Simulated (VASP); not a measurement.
# I (Cmce) in VASP: settings compared

Aim: see how the results for I move with the level of theory and the settings. Levels: PBE, r2SCAN. Tasks: single point.

Program: VASP 6.6.1. These are calculated values, not measurements. Logs are shortened: lines on timing, memory, paths and dates and some standing lists are left out, and cuts for length are marked.

## (1) The cell of the first run

It takes space group Cmce (No. 64, orthorhombic). Conventional cell: a = 8.946 Å, b = 4.621 Å, c = 9.841 Å, α = 90.00°, β = 90.00°, γ = 90.00°. I (site symmetry m) has 3 I at 2.81 to 3.42 Å within 3.7 Å.

## (2) Single point, PBE

File INCAR:

```
  PREC = Accurate
  ENCUT = 520
  EDIFF = 1E-6
  ISMEAR = 0
  SIGMA = 0.05
  LREAL = F
  LASPH = T
  NELM = 80
  ALGO = Normal
  ISIF = 2
  LWAVE = F
  LCHARG = T
  GGA = PE
  LELF = T
  LVHAR = T
  NBANDS = 22
```

File KPOINTS:

```
regular mesh
0
Gamma
  6 6 2
```

File POSCAR:

```
I
1.0
    4.4729822568     -2.3106150979      0.0000000000
    4.4729822568      2.3106150979      0.0000000000
    0.0000000000      0.0000000000      9.8409853673
I
4
Direct
    0.8412849607      0.1587150393      0.1218888797
    0.1587150393      0.8412849607      0.8781111203
    0.3412849607      0.6587150393      0.3781111203
    0.6587150393      0.3412849607      0.6218888797
```

Potentials or basis: VASP PAW PBE potentials, release 64 (I).

Run with:

```
$ cat potpaw_PBE.64/I/POTCAR > POTCAR
$ mpirun -np 1 vasp_std > vasp.out
```

OUTCAR:

```text
PREC = Accurate
   ENCUT = 520
   EDIFF = 1E-6
   ISMEAR = 0
   LREAL = F
   LASPH = T
   NELM = 80
   ISIF = 2
   GGA = PE

 ion  position               nearest neighbor table
   1  0.841  0.159  0.122-   2 2.81   3 3.42   3 3.42
   2  0.159  0.841  0.878-   1 2.81   4 3.42   4 3.42
   3  0.341  0.659  0.378-   4 2.81   1 3.42   1 3.42
   4  0.659  0.341  0.622-   3 2.81   2 3.42   2 3.42

  LATTYP: Found a base centered orthorhombic cell.
 ALAT       =     4.6212301958
 B/A-ratio  =     1.9358404872
 C/A-ratio  =     2.1295163734

  Lattice vectors:

 A1 = (  -4.4729822568,  -2.3106150979,   0.0000000000)
 A2 = (   4.4729822568,  -2.3106150979,   0.0000000000)
 A3 = (   0.0000000000,   0.0000000000,   9.8409853673)

Analysis of symmetry for initial positions (statically):
=====================================================================
 Subroutine PRICEL returns:
 Original cell was already a primitive cell.

 Routine SETGRP: Setting up the symmetry group for a
 base centered orthorhombic supercell.

 Subroutine GETGRP returns: Found  8 space group operations
 (whereof  4 operations were pure point group operations)
 out of a pool of  8 trial point group operations.

The static configuration has the point symmetry C_2h.
 The point group associated with its full space group is D_2h.

Analysis of symmetry for dynamics (positions and initial velocities):
=====================================================================
 Subroutine PRICEL returns:
 Original cell was already a primitive cell.

 Routine SETGRP: Setting up the symmetry group for a
 base centered orthorhombic supercell.

 Subroutine GETGRP returns: Found  8 space group operations
 (whereof  4 operations were pure point group operations)
 out of a pool of  8 trial point group operations.

The dynamic configuration has the point symmetry C_2h.
 The point group associated with its full space group is D_2h.

 Subroutine INISYM returns: Found  8 space group operations
 (whereof  4 operations are pure point group operations),
 and found     1 'primitive' translations

----------------------------------------------------------------------------------------

                                     Primitive cell

  volume of cell :     203.4199

  direct lattice vectors                    reciprocal lattice vectors
     4.472982257 -2.310615098  0.000000000     0.111782245 -0.216392596  0.000000000
     4.472982257  2.310615098  0.000000000     0.111782245  0.216392596  0.000000000
     0.000000000  0.000000000  9.840985367     0.000000000  0.000000000  0.101615841

  length of vectors
     5.034531994  5.034531994  9.840985367     0.243559081  0.243559081  0.101615841

  position of ions in fractional coordinates (direct lattice)
     0.841284961  0.158715039  0.121888880
     0.158715039  0.841284961  0.878111120
     0.341284961  0.658715039  0.378111120
     0.658715039  0.341284961  0.621888880

  ion indices of the primitive-cell ions
   primitive index   ion index
                 1           1
                 2           2
                 3           3
                 4           4

----------------------------------------------------------------------------------------

 KPOINTS: regular mesh

Automatic generation of k-mesh.
 Grid dimensions read from file:
 generate k-points for:    6    6    2

 Generating k-lattice:

  Cartesian coordinates                     Fractional coordinates (reciprocal lattice)
     0.018630374 -0.036065433  0.000000000     0.166666667 -0.000000000  0.000000000
     0.018630374  0.036065433  0.000000000    -0.000000000  0.166666667  0.000000000
     0.000000000  0.000000000  0.050807920     0.000000000  0.000000000  0.500000000

  Length of vectors
     0.040593180  0.040593180  0.050807920

  Shift w.r.t. Gamma in fractional coordinates (k-lattice)
     0.000000000  0.000000000  0.000000000

 Subroutine IBZKPT returns following result:
 ===========================================

 Found     26 irreducible k-points:

 Following reciprocal coordinates:
            Coordinates               Weight
  0.000000  0.000000  0.000000      1.000000
  0.166667 -0.000000  0.000000      4.000000
  0.333333  0.000000  0.000000      4.000000
  0.500000  0.000000  0.000000      2.000000
  0.166667  0.166667  0.000000      2.000000
  0.333333  0.166667  0.000000      4.000000
[... 16 lines left out ...]
  0.333333  0.333333  0.500000      2.000000
  0.500000  0.333333  0.500000      4.000000
 [... further k-points ...]
   k-points           NKPTS =     26   k-points in BZ     NKDIM =     26   number of bands    NBANDS=     22
   number of dos      NEDOS =    301   number of ions     NIONS =      4
   total plane-waves  NPLWV = 128000
   dimension x,y,z NGX =    40 NGY =   40 NGZ =   80
   dimension x,y,z NGXF=    80 NGYF=   80 NGZF=  160
   ions per type =               4
   NGX,Y,Z   is equivalent  to a cutoff of  13.21, 13.21, 13.51 a.u.
   NGXF,Y,Z  is equivalent  to a cutoff of  26.42, 26.42, 27.03 a.u.
 SYSTEM =  unknown system
   PREC   = accura    normal or accurate (medium, high low for compatibility)
   ISTART =      0    job   : 0-new  1-cont  2-samecut
   ICHARG =      2    charge: 1-file 2-atom 10-const
   ISPIN  =      1    spin polarized calculation?
   LNONCOLLINEAR =      F non collinear calculations
   LSORBIT =      F    spin-orbit coupling
   LASPH  =      T    aspherical Exc in radial PAW
   ENCUT  =  520.0 eV  38.22 Ry    6.18 a.u.   9.36  9.36 18.30*2*pi/ulx,y,z
   NELM   =     80;   NELMIN=  2; NELMDL= -5     # of ELM steps
   EDIFF  = 0.1E-05   stopping-criterion for ELM
   LREAL  =      F    real-space projection
   EDIFFG = 0.1E-04   stopping-criterion for IOM
   NSW    =      0    number of steps for IOM
   IBRION =     -1    ionic relax: 0-MD 1-quasi-New 2-CG
   NFREE  =      0    steps in history (QN), initial steepest desc. (CG)
   ISIF   =      2    stress and relaxation
   ISYM   =      2    0-nonsym 1-usesym 2-fastsym
   POTIM  = 0.5000    time-step for ionic-motion
   TEBEG  =    0.0;   TEEND  =   0.0 temperature during run
   PSTRESS=    0.0 pullay stress
   NELECT =      28.0000    total number of electrons
   NUPDOWN=      -1.0000    fix difference up-down
   EMIN   =  10.00;   EMAX   =-10.00  energy-range for DOS
   EFERMI =   0.00;   METHOD = LEGACY
   ISMEAR =     0;   SIGMA  =   0.05  broadening in eV -4-tet -1-fermi 0-gaus
   EFERMI_NEDOS =   21; number of points for ismear=-14 and -15
   IALGO  =     38    algorithm
   IMIX   =      4    mixing-type and parameters
     AMIX     =   0.40;   BMIX     =  1.00
     AMIX_MAG =   1.60;   BMIX_MAG =  1.00
  volume/ion in A,a.u.               =      50.85       343.19
  Fermi-wavevector in a.u.,A,eV,Ry     =   0.845272  1.597332  9.721151  0.714484
  Thomas-Fermi vector in A             =   1.960433
   LORBIT       =      0    0 simple, 1 ext, 2 COOP (PROOUT), +10 PAW based schemes
   GGA     = PE    functional components
   LHFCALC =     F    Hartree Fock is set to
   AEXX    =    0.0000 exact exchange contribution
   IVDW    =     0    specifies the selected vdW correction
   LEPSILON=     F    determine dielectric tensor
   LRPA    =     F    only Hartree local field effects (RPA)
 non-spin polarized calculation
 Gauss-broadening in eV      SIGMA  =   0.05
  energy-cutoff  :      520.00
  volume of cell :      203.42
 maximum number of plane-waves:      5513
 NGX is ok and might be reduce to    40
   NGX = 19   NGY = 19   NGZ = 37

 number of electron      27.9999999 magnetization

 Free energy of the ion-electron system (eV)
  ---------------------------------------------------
  ext. energy  EPLUGINS =         0.00000000
  ---------------------------------------------------
  free energy    TOTEN  =        -6.08617874 eV

  energy without entropy =       -6.08617874  energy(sigma->0) =       -6.08617874

 E-fermi :   1.3894     XC(G=0):  -7.1567

 val. band max:        1.1097346843   @ k =   0.0000   0.0000   0.0000
 cond. band min:       2.1625004351   @ k =   0.5000   0.5000   0.0000
 fundamental gap:      1.0527657508
 Fermi energy:         1.3894348722

 k-point     1 :       0.0000    0.0000    0.0000
  band No.  band energies     occupation
      1     -12.1019      2.00000
      2     -11.4646      2.00000
      3     -10.5703      2.00000
      4      -9.4614      2.00000
      5      -3.1575      2.00000
      6      -1.8784      2.00000
[... 14 lines left out ...]
     21       8.5684      0.00000
     22       8.8414      0.00000

 k-point     2 :       0.1667   -0.0000    0.0000
  band No.  band energies     occupation
      1     -12.0209      2.00000
      2     -11.4556      2.00000
      3     -10.5087      2.00000
      4      -9.5607      2.00000
      5      -3.1594      2.00000
      6      -2.1753      2.00000
[... 14 lines left out ...]
     21       8.2668      0.00000
     22       8.6260      0.00000

 k-point     3 :       0.3333    0.0000    0.0000
  band No.  band energies     occupation
      1     -11.8151      2.00000
      2     -11.4710      2.00000
      3     -10.3413      2.00000
      4      -9.8111      2.00000
      5      -3.2423      2.00000
      6      -2.8496      2.00000
[... 14 lines left out ...]
     21       8.4322      0.00000
     22       9.0241      0.00000
[... 476 lines left out ...]
 k-point    23 :       0.3333    0.3333    0.5000
  band No.  band energies     occupation
      1     -11.8213      2.00000
      2     -11.8213      2.00000
      3      -9.9225      2.00000
      4      -9.9225      2.00000
      5      -2.5798      2.00000
      6      -2.5798      2.00000
[... 14 lines left out ...]
     21       8.3507      0.00000
     22       8.3507      0.00000

 k-point    24 :       0.5000    0.3333    0.5000
  band No.  band energies     occupation
      1     -11.7576      2.00000
      2     -11.7576      2.00000
      3      -9.9543      2.00000
      4      -9.9543      2.00000
      5      -2.7491      2.00000
      6      -2.7491      2.00000
[... 14 lines left out ...]
     21       8.7711      0.00000
     22       8.7711      0.00000

 [... further k-points ...]

------------------------ aborting loop because EDIFF is reached ----------------------------------------

  FORCE on cell =-STRESS in cart. coord.  units (eV):
  Direction    XX          YY          ZZ          XY          YZ          ZX
  --------------------------------------------------------------------------------------
  -------------------------------------------------------------------------------------
  Total        0.0287832     -0.0443268     -0.1216636      0.0000000      0.0000000      0.0000000
  in kB        0.2267026     -0.3491270     -0.9582481      0.0000000      0.0000000      0.0000000
  external PRESSURE =      -0.3602242 kB  Pullay stress =       0.0000000 kB

 VOLUME and BASIS-vectors are now :
 -----------------------------------------------------------------------------
  energy-cutoff  :      520.00
  volume of cell :      203.42
      direct lattice vectors                 reciprocal lattice vectors
     4.472982257 -2.310615098  0.000000000     0.111782245 -0.216392596  0.000000000
     4.472982257  2.310615098  0.000000000     0.111782245  0.216392596  0.000000000
     0.000000000  0.000000000  9.840985367     0.000000000  0.000000000  0.101615841

 POSITION                                       TOTAL-FORCE (eV/Angst)
 -----------------------------------------------------------------------------------
      4.47298     -1.57716      1.19951         0.000000     -0.014849     -0.013632
      4.47298      1.57716      8.64148         0.000000      0.014849      0.013632
      4.47298      0.73346      3.72099         0.000000     -0.014849      0.013632
      4.47298     -0.73346      6.12000         0.000000      0.014849     -0.013632
 -----------------------------------------------------------------------------------
    total drift:                               -0.000000      0.000000      0.000000

  FREE ENERGIE OF THE ION-ELECTRON SYSTEM (eV)
  ---------------------------------------------------
  free  energy   TOTEN  =        -6.0861787397 eV

  energy  without entropy=       -6.0861787397  energy(sigma->0) =       -6.08617874
```

It took 2.7 min on 1 thread of Intel Xeon 8259CL, shared host; peak memory 0.37 GiB.

What came out:

```
Free energy            : -6.0862 eV
Pressure               : 0.0 GPa
Largest force          : 0.020 eV/Å
Band gap on the k mesh : 1.05 eV (least direct gap 1.07 eV)
```

Forces on the atoms (eV/Å):
```
I    0.000 -0.015 -0.014
I    0.000  0.015  0.014
I    0.000 -0.015  0.014
I    0.000  0.015 -0.014
```

Levels at points of the mesh, in eV from the valence-band top:
```tsv
k point	band 12	band 13	band 14	band 15	band 16	band 17
(0.00, 0.00, 0.00)	-0.75	-0.57	0.00	1.07	1.87	4.66
(0.50, 0.00, 0.00)	-1.42	-0.70	-0.70	2.13	2.13	5.50
(0.50, 0.50, 0.00)	-1.32	-0.62	-0.15	1.05	1.80	5.21
(0.00, 0.00, 0.50)	-0.88	-0.30	-0.30	1.29	1.29	5.10
(0.50, 0.00, 0.50)	-0.73	-0.03	-0.03	1.38	1.38	5.84
(0.50, 0.50, 0.50)	-0.95	-0.70	-0.70	1.27	1.27	6.14
```

Caveat: spin-orbit coupling is left out, which moves the levels of the heavy elements. A k mesh can miss the band edges.

## (3) Single point, r2SCAN (42.87 Å³/atom)

This run uses another cell than the first one, of 42.87 Å³/atom.

File POSCAR:

```
I
1.0
    3.8205035287     -2.2667465899      0.0000000000
    3.8205035287      2.2667465899      0.0000000000
    0.0000000000      0.0000000000      9.9007711899
I
4
Direct
    0.8437978701      0.1562021299      0.1206631384
    0.1562021299      0.8437978701      0.8793368616
    0.3437978701      0.6562021299      0.3793368616
    0.6562021299      0.3437978701      0.6206631384
```

File INCAR.step1:

```
ALGO = Normal
EDIFF = 1E-4
ENCUT = 520
GGA = PE
ISMEAR = 0
LASPH = T
LCHARG = F
LREAL = F
LWAVE = T
NBANDS = 22
NELM = 80
PREC = Accurate
SIGMA = 0.05
```

File INCAR.step2:

```
ALGO = Normal
EDIFF = 1E-6
ENCUT = 520
ISIF = 2
ISMEAR = 0
ISTART = 1
LASPH = T
LCHARG = F
LMIXTAU = T
LREAL = F
LWAVE = F
METAGGA = R2SCAN
NBANDS = 22
NELM = 80
PREC = Accurate
SIGMA = 0.05
```

File KPOINTS:

```
k-points
0
Gamma
  6 6 4
```

Potentials or basis: VASP PAW PBE potentials, release 64 (I).

Run with:

```
$ cat potpaw_PBE.64/I/POTCAR > POTCAR
$ cp INCAR.step1 INCAR
$ mpirun -np 1 vasp_std > vasp.out
$ cp INCAR.step2 INCAR
$ mpirun -np 1 vasp_std > vasp.out
```

OUTCAR:

```text
EDIFF = 1E-6
   ENCUT = 520
   ISIF = 2
   ISMEAR = 0
   ISTART = 1
   LASPH = T
   LREAL = F
   METAGGA = R2SCAN
   NELM = 80
   PREC = Accurate

 ion  position               nearest neighbor table
   1  0.844  0.156  0.121-   2 2.78   3 3.42   3 3.42
   2  0.156  0.844  0.879-   1 2.78   4 3.42   4 3.42
   3  0.344  0.656  0.379-   4 2.78   1 3.42   1 3.42
   4  0.656  0.344  0.621-   3 2.78   2 3.42   2 3.42

  LATTYP: Found a base centered orthorhombic cell.
 ALAT       =     4.5334931798
 B/A-ratio  =     1.6854568330
 C/A-ratio  =     2.1839166394

  Lattice vectors:

 A1 = (  -3.8205035287,  -2.2667465899,   0.0000000000)
 A2 = (   3.8205035287,  -2.2667465899,   0.0000000000)
 A3 = (   0.0000000000,   0.0000000000,   9.9007711899)

Analysis of symmetry for initial positions (statically):
=====================================================================
 Subroutine PRICEL returns:
 Original cell was already a primitive cell.

 Routine SETGRP: Setting up the symmetry group for a
 base centered orthorhombic supercell.

[... 172 lines left out ...]

 E-fermi :   2.5386     XC(G=0):  -8.3753

 val. band max:        2.2737238902   @ k =   0.0000   0.0000   0.0000
 cond. band min:       3.3875217612   @ k =   0.5000   0.5000   0.0000
 fundamental gap:      1.1137978710
 Fermi energy:         2.5386363392

 k-point     1 :       0.0000    0.0000    0.0000
  band No.  band energies     occupation
      1     -11.7134      2.00000
      2     -11.0392      2.00000
      3      -9.9503      2.00000
      4      -8.6741      2.00000
      5      -2.5003      2.00000
      6      -0.8230      2.00000
[... 589 lines left out ...]
     21      10.5100      0.00000
     22      10.8862      0.00000

 [... further k-points ...]

------------------------ aborting loop because EDIFF is reached ----------------------------------------

  FORCE on cell =-STRESS in cart. coord.  units (eV):
  Direction    XX          YY          ZZ          XY          YZ          ZX
  --------------------------------------------------------------------------------------
  -------------------------------------------------------------------------------------
  Total        0.2274999      0.3327670      0.1103016      0.0000000      0.0000000      0.0000000
  in kB        2.1255399      3.1090536      1.0305520      0.0000000      0.0000000      0.0000000
  external PRESSURE =       2.0883818 kB  Pullay stress =       0.0000000 kB

 VOLUME and BASIS-vectors are now :
 -----------------------------------------------------------------------------
  energy-cutoff  :      520.00
  volume of cell :      171.48
      direct lattice vectors                 reciprocal lattice vectors
     3.820503529 -2.266746590  0.000000000     0.130872802 -0.220580458  0.000000000
     3.820503529  2.266746590  0.000000000     0.130872802  0.220580458  0.000000000
     0.000000000  0.000000000  9.900771190     0.000000000  0.000000000  0.101002233

 POSITION                                       TOTAL-FORCE (eV/Angst)
 -----------------------------------------------------------------------------------
      3.82050     -1.55861      1.19466         0.000000     -0.006698     -0.031834
      3.82050      1.55861      8.70611         0.000000      0.006698      0.031834
      3.82050      0.70814      3.75573         0.000000     -0.006698      0.031834
      3.82050     -0.70814      6.14504         0.000000      0.006698     -0.031834
 -----------------------------------------------------------------------------------
    total drift:                                0.000000      0.000000     -0.000000

  FREE ENERGIE OF THE ION-ELECTRON SYSTEM (eV)
  ---------------------------------------------------
  free  energy   TOTEN  =       -98.2209481134 eV

  energy  without entropy=      -98.2209481134  energy(sigma->0) =      -98.22094811
```

OSZICAR.step1:

```text
N       E                     dE             d eps       ncg     rms          rms(c)
DAV:   1     0.155677160881E+03    0.15568E+03   -0.10285E+04  1716   0.102E+03
DAV:   2     0.624241997249E+01   -0.14943E+03   -0.14474E+03  2378   0.155E+02
DAV:   3    -0.594913485514E+01   -0.12192E+02   -0.12147E+02  2160   0.511E+01
DAV:   4    -0.622861215285E+01   -0.27948E+00   -0.27941E+00  2194   0.917E+00
DAV:   5    -0.623571115625E+01   -0.70990E-02   -0.70989E-02  2168   0.147E+00    0.924E+00
DAV:   6    -0.607720646773E+01    0.15850E+00   -0.14296E-01  2034   0.168E+00    0.624E+00
DAV:   7    -0.603237963566E+01    0.44827E-01   -0.34892E-01  2034   0.260E+00    0.604E-01
DAV:   8    -0.602380363099E+01    0.85760E-02   -0.46777E-02  1878   0.101E+00    0.295E-01
DAV:   9    -0.602390148978E+01   -0.97859E-04   -0.10651E-03  2106   0.181E-01    0.204E-01
DAV:  10    -0.602398148675E+01   -0.79997E-04   -0.99519E-05  1224   0.580E-02
   1 F= -.60239815E+01 E0= -.60239815E+01  d E =-.699224E-14
```

It took 8.9 min on 1 thread of Intel Xeon 8259CL, shared host; peak memory 0.4 GiB.

What came out:

```yaml
Free_energy: -98.2209 eV
Pressure: 0.2 GPa
Largest_force: 0.033 eV/Å
Band_gap_on_the_k_mesh: 1.11 eV (least direct gap 1.21 eV)
```

Forces on the atoms (eV/Å):
```
I    0.000 -0.007 -0.032
I    0.000  0.007  0.032
I    0.000 -0.007  0.032
I    0.000  0.007 -0.032
```

Levels at points of the mesh, in eV from the valence-band top:
```tsv
k point	band 10	band 11	band 12	band 13	band 14	band 15	band 16	band 17	band 18	band 19
(0.00, 0.00, 0.00)	-1.32	-1.19	-0.63	-0.43	0.00	1.21	2.21	5.57	5.62	5.91
(0.50, 0.00, 0.00)	-1.84	-1.59	-1.59	-0.73	-0.73	2.28	2.28	5.74	5.74	7.69
(0.50, 0.50, 0.00)	-2.13	-1.75	-1.46	-0.81	-0.47	1.11	1.97	5.41	6.33	6.43
(0.00, 0.00, 0.50)	-1.41	-0.94	-0.94	-0.18	-0.18	1.58	1.58	5.99	5.99	6.40
(0.50, 0.00, 0.50)	-1.91	-0.92	-0.92	-0.10	-0.10	1.49	1.49	6.13	6.13	6.80
(0.50, 0.50, 0.50)	-1.88	-1.18	-1.18	-1.16	-1.16	1.42	1.42	6.34	6.34	7.36
```

Caveat: the PAW data sets were made with another functional, which shifts forces and pressure a little; spin-orbit coupling is left out, which moves the levels of the heavy elements. A k mesh can miss the band edges.
